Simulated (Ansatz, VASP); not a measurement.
## KF in VASP and in Ansatz

```
K F
1.0
     0.00000    3.01395    3.01395
     3.01395    0.00000    3.01395
     3.01395    3.01395    0.00000
K F
1 1
Direct
  0.00000 0.00000 0.00000
  0.25000 0.25000 0.25000
```

Change from the starting cell: volume scaled by 1.04, PAW files.

Alike in both runs: task electric field gradients; functional PBE; k mesh 11 × 11 × 11; occupations fermi-dirac, width 0.05 eV; no spin polarisation.

|  | VASP | Ansatz |
| --- | --- | --- |
| version | VASP 6.6.1 | Ansatz 0.2.0 |
| potentials or method | VASP PAW PBE potentials, release 64 (K_sv, F) | PAW with Ansatz's default frozen-core files, scalar-relativistic |
| plane-wave cutoff (eV) | 520 | 420 |
| valence electrons in the cell | 16 | 16 |

|  | VASP | Ansatz | Ansatz less VASP |
| --- | --- | --- | --- |
| gap on the k mesh at the Fermi level (eV) | 4.95 | 4.96 | +0.010 |
| pressure (GPa) | -0.7 | -0.7 | 0.00 |

The functional is the same, so the differences come from potentials, cutoffs and numerics.
